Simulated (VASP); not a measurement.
Runs of VASP 6.6.1 on In3O. The structure is that of space group P6/mmm (No. 191), or close to it. The cells are those of the table. 

```tsv
task	spin	cell	k mesh	cutoff (eV)	gap on the mesh (eV)	pressure (GPa)	relaxed volume (Å³/atom)
relaxation of cell and atoms	off	relaxed from a = 5.227, b = 5.227, c = 4.376 Å, angles 90.0, 90.0, 120.0°, 4 atoms	12 × 12 × 10	600	none	0.0	26.12
single point	off	a = 4.084, b = 4.084, c = 6.591 Å, angles 90.0, 90.0, 120.0°, 4 atoms	6 × 6 × 4	520	none	25.1	-
single point	off	a = 5.227, b = 5.227, c = 4.376 Å, angles 90.0, 90.0, 120.0°, 4 atoms	6 × 6 × 4	520	none	0.1	-
relaxation of cell and atoms	off	relaxed from a = 4.084, b = 4.084, c = 6.591 Å, angles 90.0, 90.0, 120.0°, 4 atoms	6 × 6 × 4	600	none	0.0	(a)
single point	collinear, ferromagnetic start	a = 5.227, b = 5.227, c = 4.376 Å, angles 90.0, 90.0, 120.0°, 4 atoms	6 × 6 × 4	520	none	0.1	-
single point	off	a = 5.318, b = 5.318, c = 4.273 Å, angles 90.0, 90.0, 120.0°, 4 atoms	12 × 12 × 10	520	none	0.0	-
```

Alike in all rows: level PBE; potentials or basis VASP PAW PBE potentials, release 64 (In_d, O); smearing gaussian 0.1 eV.

**Question.** Estimate the missing entries.

**Answer.** (a) 25.45.

Caveats: spin-orbit coupling is left out, which moves the levels of the heavy elements; an odd number of electrons without spin polarisation forces a metal (some runs); a magnetic or distorted state may lie lower (some runs).

A k mesh can miss the band edges, and the runs leave out spin-orbit coupling on In.

A gap of «none» marks levels without a gap at the run's occupations.
